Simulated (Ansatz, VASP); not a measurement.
One calculation of Bi, two programs

```xyz
1
Lattice="-1.9302 1.9302 1.9302 1.9302 -1.9302 1.9302 1.9302 1.9302 -1.9302" Properties=species:S:1:pos:R:3 pbc="T T T"
Bi    0.0000    0.0000    0.0000
```

Alike in both runs: task single point; functional PBE; k mesh 16 × 16 × 16; occupations gaussian, width 0.1 eV; no spin polarisation.

|  | VASP | Ansatz |
| --- | --- | --- |
| version | VASP 6.6.1 | Ansatz 0.2.0 |
| potentials or method | VASP PAW PBE potentials, release 64 (Bi_d), cutoff 520 eV | scalar-relativistic, plane waves, PAW |
| valence electrons in the cell | 15 | 15 |

```csv
,VASP,Ansatz,Ansatz less VASP
gap on the k mesh at the Fermi level (eV),none,none,-
pressure (GPa),5.9,5.9,+0.07
```

A gap of «none» marks a metal or a gap that the smearing closes.

Neither program's run includes spin-orbit coupling.
